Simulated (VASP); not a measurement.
AlN, 4 atoms in the cell. It takes space group P6_3mc (No. 186, hexagonal). Conventional cell: a = 3.100 Å, b = 3.100 Å, c = 4.963 Å, α = 90.00°, β = 90.00°, γ = 120.00°. Within 2.5 Å of Al (site symmetry 3m) lie 4 N at 1.88 to 1.90 Å. Within 2.5 Å of N (site symmetry 3m) lie 4 Al at 1.88 to 1.90 Å.  This cell differs from its parent crystal: volume scaled by 0.97, then relaxed in part.

| Item | Value |
| --- | --- |
| Program | VASP 6.6.1 |
| Task | single point |
| Functional | PBE |
| Potentials or basis | VASP PAW PBE potentials, release 64 (Al, N) |
| Cutoff | 520 eV |
| k mesh | 9 × 9 × 6 |
| Occupations | gaussian, width 0.02 eV |
| Spin | no spin polarisation |
| Dipole correction | no |
| Further INCAR settings | ALGO = Normal; EDIFF = 1e-06; NBANDS = 16 |

Potentials or basis: VASP PAW PBE potentials, release 64 (Al, N).

Launch:

```sh
$ cat potpaw_PBE.64/Al/POTCAR potpaw_PBE.64/N/POTCAR > POTCAR
$ mpirun -np 1 vasp_std > vasp.out
```

Hardware: 1 thread of Intel(R) Xeon(R) Platinum 8559C (Emerald Rapids), on a shared host.

Problem. How long does it take, and how much memory?

Solution. Wall time 12 s on 1 thread of Intel(R) Xeon(R) Platinum 8559C (Emerald Rapids), on a shared host, peak memory 0.16 GiB. Counts: scf iterations 13, k points 48.
